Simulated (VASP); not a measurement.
# Au (Fm-3m) in VASP: a series of runs

Au is run at these levels: PBEsol; tasks: single point, relaxation of cell and atoms.

Everything below comes from runs of VASP 6.6.1. Logs are shortened: lines on timing, memory, paths and dates and some standing lists are left out, and cuts for length are marked.

## (1) The cell of the first run

Symmetry: Fm-3m, No. 225, cubic system. The conventional cell has a = 4.081 Å, b = 4.081 Å, c = 4.081 Å, α = 90.00°, β = 90.00°, γ = 90.00°. Within 3.8 Å of Au (site symmetry m-3m) lie 12 Au at 2.89 Å.

## (2) Single point, PBEsol

Input file INCAR:

```
SYSTEM = Au
PREC = Accurate
ENCUT = 520
EDIFF = 1E-6
ISMEAR = 1
SIGMA = 0.1
LREAL = .False.
LASPH = .True.
NELM = 100
ALGO = Normal
ISIF = 2
LWAVE = .False.
LCHARG = .False.
GGA = PS
NBANDS = 12
```

Input file KPOINTS:

```
Automatic mesh
0
Gamma
  17 17 17
  0 0 0
```

Input file POSCAR:

```
Au
1.0
    2.8860177574      0.0000000000      0.0000000000
    1.4430088787      2.4993646937      0.0000000000
    1.4430088787      0.8331215646      2.3564236315
Au
1
Direct
    0.0000000000      0.0000000000      0.0000000000
```

Potentials or basis: VASP PAW PBE potentials, release 64 (Au).

Launch:

```sh
$ cat potpaw_PBE.64/Au/POTCAR > POTCAR
$ mpirun -np 1 vasp_std > vasp.out
```

OUTCAR:

```text
SYSTEM = Au
   PREC = Accurate
   ENCUT = 520
   EDIFF = 1E-6
   ISMEAR = 1
   LREAL = .False.
   LASPH = .True.
   NELM = 100
   ISIF = 2
   GGA = PS

 ion  position               nearest neighbor table
   1  0.000  0.000  0.000-

  LATTYP: Found a face centered cubic cell.
 ALAT       =     4.0814454538

  Lattice vectors:

 A1 = (   2.8860177574,   0.0000000000,   0.0000000000)
 A2 = (   1.4430088787,   2.4993646937,   0.0000000000)
 A3 = (   1.4430088787,   0.8331215646,   2.3564236315)

Analysis of symmetry for initial positions (statically):
=====================================================================
 Subroutine PRICEL returns:
 Original cell was already a primitive cell.

 Routine SETGRP: Setting up the symmetry group for a
 face centered cubic supercell.

 Subroutine GETGRP returns: Found 48 space group operations
 (whereof 48 operations were pure point group operations)
 out of a pool of 48 trial point group operations.

The static configuration has the point symmetry O_h .

Analysis of symmetry for dynamics (positions and initial velocities):
=====================================================================
 Subroutine PRICEL returns:
 Original cell was already a primitive cell.

 Routine SETGRP: Setting up the symmetry group for a
 face centered cubic supercell.

 Subroutine GETGRP returns: Found 48 space group operations
 (whereof 48 operations were pure point group operations)
 out of a pool of 48 trial point group operations.

The dynamic configuration has the point symmetry O_h .

 Subroutine INISYM returns: Found 48 space group operations
 (whereof 48 operations are pure point group operations),
 and found     1 'primitive' translations

----------------------------------------------------------------------------------------

                                     Primitive cell

  volume of cell :      16.9974

  direct lattice vectors                    reciprocal lattice vectors
     2.886017757  0.000000000  0.000000000     0.346498215 -0.200050837 -0.141457304
     1.443008879  2.499364694  0.000000000     0.000000000  0.400101675 -0.141457304
     1.443008879  0.833121565  2.356423631     0.000000000  0.000000000  0.424371911

  length of vectors
     2.886017757  2.886017757  2.886017757     0.424371911  0.424371911  0.424371911

  position of ions in fractional coordinates (direct lattice)
     0.000000000  0.000000000  0.000000000

  ion indices of the primitive-cell ions
   primitive index   ion index
                 1           1

----------------------------------------------------------------------------------------

 KPOINTS: Automatic mesh

Automatic generation of k-mesh.
 Grid dimensions read from file:
 generate k-points for:   17   17   17

 Generating k-lattice:

  Cartesian coordinates                     Fractional coordinates (reciprocal lattice)
     0.020382248 -0.011767696 -0.008321018     0.058823529  0.000000000  0.000000000
     0.000000000  0.023535393 -0.008321018     0.000000000  0.058823529  0.000000000
     0.000000000  0.000000000  0.024963054     0.000000000  0.000000000  0.058823529

  Length of vectors
     0.024963054  0.024963054  0.024963054

  Shift w.r.t. Gamma in fractional coordinates (k-lattice)
     0.000000000  0.000000000  0.000000000

 Subroutine IBZKPT returns following result:
 ===========================================

 Found    165 irreducible k-points:

 Following reciprocal coordinates:
            Coordinates               Weight
  0.000000  0.000000  0.000000      1.000000
  0.058824  0.000000 -0.000000      8.000000
  0.117647  0.000000 -0.000000      8.000000
  0.176471  0.000000  0.000000      8.000000
  0.235294  0.000000 -0.000000      8.000000
  0.294118  0.000000 -0.000000      8.000000
[... 16 lines left out ...]
 -0.176471  0.058824  0.000000     24.000000
 -0.117647  0.058824  0.000000     24.000000
 [... further k-points ...]
   k-points           NKPTS =    165   k-points in BZ     NKDIM =    165   number of bands    NBANDS=     12
   number of dos      NEDOS =    301   number of ions     NIONS =      1
   total plane-waves  NPLWV =  13824
   dimension x,y,z NGX =    24 NGY =   24 NGZ =   24
   dimension x,y,z NGXF=    48 NGYF=   48 NGZF=   48
   ions per type =               1
   NGX,Y,Z   is equivalent  to a cutoff of  13.82, 13.82, 13.82 a.u.
   NGXF,Y,Z  is equivalent  to a cutoff of  27.65, 27.65, 27.65 a.u.
 SYSTEM =  Au
   PREC   = accura    normal or accurate (medium, high low for compatibility)
   ISTART =      0    job   : 0-new  1-cont  2-samecut
   ICHARG =      2    charge: 1-file 2-atom 10-const
   ISPIN  =      1    spin polarized calculation?
   LNONCOLLINEAR =      F non collinear calculations
   LSORBIT =      F    spin-orbit coupling
   LASPH  =      T    aspherical Exc in radial PAW
   ENCUT  =  520.0 eV  38.22 Ry    6.18 a.u.   5.37  5.37  5.37*2*pi/ulx,y,z
   NELM   =    100;   NELMIN=  2; NELMDL= -5     # of ELM steps
   EDIFF  = 0.1E-05   stopping-criterion for ELM
   LREAL  =      F    real-space projection
   EDIFFG = 0.1E-04   stopping-criterion for IOM
   NSW    =      0    number of steps for IOM
   IBRION =     -1    ionic relax: 0-MD 1-quasi-New 2-CG
   NFREE  =      0    steps in history (QN), initial steepest desc. (CG)
   ISIF   =      2    stress and relaxation
   ISYM   =      2    0-nonsym 1-usesym 2-fastsym
   POTIM  = 0.5000    time-step for ionic-motion
   TEBEG  =    0.0;   TEEND  =   0.0 temperature during run
   PSTRESS=    0.0 pullay stress
   NELECT =      11.0000    total number of electrons
   NUPDOWN=      -1.0000    fix difference up-down
   EMIN   =  10.00;   EMAX   =-10.00  energy-range for DOS
   EFERMI =   0.00;   METHOD = LEGACY
   ISMEAR =     1;   SIGMA  =   0.10  broadening in eV -4-tet -1-fermi 0-gaus
   EFERMI_NEDOS =   21; number of points for ismear=-14 and -15
   IALGO  =     38    algorithm
   IMIX   =      4    mixing-type and parameters
     AMIX     =   0.40;   BMIX     =  1.00
     AMIX_MAG =   1.60;   BMIX_MAG =  1.00
  volume/ion in A,a.u.               =      17.00       114.70
  Fermi-wavevector in a.u.,A,eV,Ry     =   1.416049  2.675945 27.282345  2.005196
  Thomas-Fermi vector in A             =   2.537424
   LORBIT       =      0    0 simple, 1 ext, 2 COOP (PROOUT), +10 PAW based schemes
   GGA     = PS    functional components
   LHFCALC =     F    Hartree Fock is set to
   AEXX    =    0.0000 exact exchange contribution
   IVDW    =     0    specifies the selected vdW correction
   LEPSILON=     F    determine dielectric tensor
   LRPA    =     F    only Hartree local field effects (RPA)
 non-spin polarized calculation
 Methfessel and Paxton  Order N= 1 SIGMA  =   0.10
  energy-cutoff  :      520.00
  volume of cell :       17.00
 maximum number of plane-waves:       473
 NGX is ok and might be reduce to    24
   NGX = 11   NGY = 11   NGZ = 11

 number of electron      11.0000000 magnetization

 Free energy of the ion-electron system (eV)
  ---------------------------------------------------
  ext. energy  EPLUGINS =         0.00000000
  ---------------------------------------------------
  free energy    TOTEN  =        -3.92289633 eV

  energy without entropy =       -3.92260836  energy(sigma->0) =       -3.92280034

 E-fermi :   9.4598     XC(G=0): -12.9012

 val. band max:        9.4533181074   @ k =  -0.4706   0.1176   0.0588
 cond. band min:       9.4701144692   @ k =  -0.2941   0.2353  -0.0000
 fundamental gap:      0.0167963618
 Fermi energy:         9.4598161182

 k-point     1 :       0.0000    0.0000    0.0000
  band No.  band energies     occupation
      1      -0.6273      2.00000
      2       4.6242      2.00000
      3       4.6242      2.00000
      4       4.6242      2.00000
      5       6.1608      2.00000
      6       6.1608      2.00000
      7      23.8181      0.00000
      8      27.8276      0.00000
      9      27.8276      0.00000
     10      27.8276      0.00000
     11      32.7034      0.00000
     12      37.3928      0.00000

 k-point     2 :       0.0588    0.0000   -0.0000
  band No.  band energies     occupation
      1      -0.5060      2.00000
      2       4.5836      2.00000
      3       4.6663      2.00000
      4       4.6663      2.00000
      5       6.1413      2.00000
      6       6.1413      2.00000
      7      23.9629      0.00000
      8      27.0345      0.00000
      9      27.9729      0.00000
     10      27.9729      0.00000
     11      33.3734      0.00000
     12      35.9554      0.00000

 k-point     3 :       0.1176    0.0000   -0.0000
  band No.  band energies     occupation
      1      -0.1532      2.00000
      2       4.4831      2.00000
      3       4.7743      2.00000
      4       4.7743      2.00000
      5       6.1042      2.00000
      6       6.1042      2.00000
      7      24.2674      0.00000
      8      25.4510      0.00000
      9      28.3803      0.00000
     10      28.3803      0.00000
     11      32.9367      0.00000
     12      35.2344      0.00000
[... 286 lines left out ...]
 k-point    23 :      -0.1765    0.0588    0.0000
  band No.  band energies     occupation
      1       0.7023      2.00000
      2       4.2975      2.00000
      3       4.9455      2.00000
      4       4.9659      2.00000
      5       5.9339      2.00000
      6       6.3692      2.00000
      7      22.5630      0.00000
      8      24.9699      0.00000
      9      27.8702      0.00000
     10      30.2097      0.00000
     11      30.3162      0.00000
     12      33.4309      0.00000

 k-point    24 :      -0.1176    0.0588    0.0000
  band No.  band energies     occupation
      1       0.1134      2.00000
      2       4.3839      2.00000
      3       4.8503      2.00000
      4       4.8767      2.00000
      5       5.9490      2.00000
      6       6.2312      2.00000
      7      24.3218      0.00000
      8      24.9315      0.00000
      9      27.6477      0.00000
     10      29.2587      0.00000
     11      31.7906      0.00000
     12      34.6868      0.00000

 [... further k-points ...]
[... 5 lines left out ...]
  --------------------------------------------------------------------------------------
  -------------------------------------------------------------------------------------
  Total       -0.0324441     -0.0324441     -0.0324441      0.0000000     -0.0000000      0.0000000
  in kB       -3.0581900     -3.0581900     -3.0581900      0.0000000     -0.0000000      0.0000000
  external PRESSURE =      -3.0581900 kB  Pullay stress =       0.0000000 kB

 VOLUME and BASIS-vectors are now :
 -----------------------------------------------------------------------------
  energy-cutoff  :      520.00
  volume of cell :       17.00
      direct lattice vectors                 reciprocal lattice vectors
     2.886017757  0.000000000  0.000000000     0.346498215 -0.200050837 -0.141457304
     1.443008879  2.499364694  0.000000000     0.000000000  0.400101675 -0.141457304
     1.443008879  0.833121565  2.356423631     0.000000000  0.000000000  0.424371911

 POSITION                                       TOTAL-FORCE (eV/Angst)
 -----------------------------------------------------------------------------------
      0.00000      0.00000      0.00000        -0.000000      0.000000      0.000000
 -----------------------------------------------------------------------------------
    total drift:                                0.000000     -0.000000      0.000000

  FREE ENERGIE OF THE ION-ELECTRON SYSTEM (eV)
  ---------------------------------------------------
  free  energy   TOTEN  =        -3.9228963328 eV

  energy  without entropy=       -3.9226083593  energy(sigma->0) =       -3.92280034
```

Wall time 25 s (1 thread of Intel Xeon Platinum 8259CL at 2.50GHz (Skylake/Cascade Lake), shared host); peak memory 0.16 GiB.

Results:

* Free energy: -3.9229 eV
* Pressure: -0.3 GPa

Levels at points of the mesh, in eV from the Fermi level:
```tsv
k point	band 4	band 5	band 6	band 7	band 8	band 9
(0.00, 0.00, 0.00)	-4.84	-3.30	-3.30	14.36	18.37	18.37
```

Caveat: the PAW data sets were made with another functional, which shifts forces and pressure a little; spin-orbit coupling is left out, which moves the levels of the heavy elements.

## (3) Relaxation of cell and atoms, PBEsol

This run uses another cell than the first one, of 16.85 Å³/atom, 0.992 times its volume.

Input file INCAR:

```
ALGO = Normal
EDIFF = 1E-6
EDIFFG = -0.02
ENCUT = 600
GGA = PS
IBRION = 2
ISIF = 3
ISMEAR = 1
LASPH = True
LCHARG = False
LREAL = False
LWAVE = False
NELM = 60
NSW = 80
PREC = Accurate
SIGMA = 0.1
```

Input file KPOINTS:

```
k-points
0
Gamma
  17 17 17
```

Input file POSCAR:

```
Au
1.0
    2.8779250000      0.0000000000      0.0000000000
    1.4389625000      2.4923561602      0.0000000000
    1.4389625000      0.8307853867      2.3498159227
Au
1
Direct
    0.0000000000      0.0000000000      0.0000000000
```

Potentials or basis: VASP PAW PBE potentials, release 64 (Au).

Launch:

```sh
$ cat potpaw_PBE.64/Au/POTCAR > POTCAR
$ mpirun -np 1 vasp_std > vasp.out
```

Wall time 43 s (1 thread of Intel Xeon Platinum 8259CL at 2.50GHz (Skylake/Cascade Lake), shared host); peak memory 0.17 GiB.

Results (log left out):

```yaml
Free_energy: -3.9228 eV
Relaxed_volume: 16.98 Å³/atom
Relaxed_cell: a = 2.885 Å, b = 2.885 Å, c = 2.885 Å, α = 60.00°, β = 60.00°, γ = 60.00°
Space_group_after_relaxing_to_0.05_Å: Fm-3m (No. 225)
Energy_gained_by_relaxing: 0.5 meV/atom
Ionic_steps: 3
Pressure_after_relaxing: 0.0 GPa
```

The path:
| step | energy change (eV) | largest force (eV/Å) | pressure (GPa) | volume (Å³) |
| --- | --- | --- | --- | --- |
| 1 | 0.0000 | 0.0000 | 1.27 | 16.85 |
| 2 | 0.0008 | 0.0000 | -2.01 | 17.18 |
| 3 | -0.0005 | 0.0000 | -0.03 | 16.98 |

Final structure:
```cif
data_structure
_symmetry_space_group_name_H-M 'P 1'
_symmetry_Int_Tables_number 1
_cell_length_a 2.8848
_cell_length_b 2.8848
_cell_length_c 2.8848
_cell_angle_alpha 60.000
_cell_angle_beta 60.000
_cell_angle_gamma 60.000
_cell_volume 16.98
loop_
_atom_site_label
_atom_site_type_symbol
_atom_site_fract_x
_atom_site_fract_y
_atom_site_fract_z
_atom_site_occupancy
Au1 Au 0.00000 0.00000 0.00000 1
```

Levels at points of the mesh, in eV from the Fermi level:
| k point | band 3 | band 4 | band 5 | band 6 | band 7 | band 8 | band 9 |
| --- | --- | --- | --- | --- | --- | --- | --- |
| (0.00, 0.00, 0.00) | -4.84 | -4.84 | -3.30 | -3.30 | 14.36 | 18.37 | 18.37 |

Caveat: the PAW data sets were made with another functional, which shifts forces and pressure a little; spin-orbit coupling is left out, which moves the levels of the heavy elements.
